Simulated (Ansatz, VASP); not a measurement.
Cu in VASP and in Ansatz

```
CELL_PARAMETERS angstrom
-1.42740 1.42740 1.34108
1.42740 -1.42740 1.34108
2.85479 2.85479 0.00000
ATOMIC_POSITIONS crystal
Cu 0.07765 0.92235 0.00000
Cu 0.42235 0.57765 0.50000
```

Change from the starting cell: mode 1 frozen in at -0.314 Å and mode 5 at +0.000 Å (largest displacements).

Alike in both runs: task single point; functional LDA; k mesh 20 × 20 × 12; occupations gaussian, width 0.15 eV; no spin polarisation.

|  | VASP | Ansatz |
| --- | --- | --- |
| version | VASP 6.6.1 | Ansatz 0.2.0 |
| potentials or method | VASP PAW LDA potentials, release 64 (Cu), cutoff 520 eV | scalar-relativistic, plane waves, PAW |
| valence electrons in the cell | 22 | 38 |

Ansatz gave:

```
gap on the k mesh at the Fermi level (eV)                     : none
pressure (GPa)                                                : 0.8
traceless stress, the component that is largest in VASP (GPa) : -5.74
rms of the force components (eV/Å)                            : 0.118
```

Question: Estimate VASP's values.

Answer: gap on the k mesh at the Fermi level (eV): none; pressure (GPa): 1.4; traceless stress, the component that is largest in VASP (GPa): -5.77; rms of the force components (eV/Å): 0.120.

Ansatz warns that its potentials were made for another functional, while VASP's fit it. LDA's correlation is that of Perdew and Zunger in VASP and of Perdew and Wang (1992) in Ansatz. Atom by atom the forces differ by 0.002 eV/Å (rms over components). A gap of «none» marks a metal or a gap that the smearing closes. VASP's potentials hold 22 valence electrons a cell and Ansatz's 38, so a difference there can come from the potentials and not from the codes.
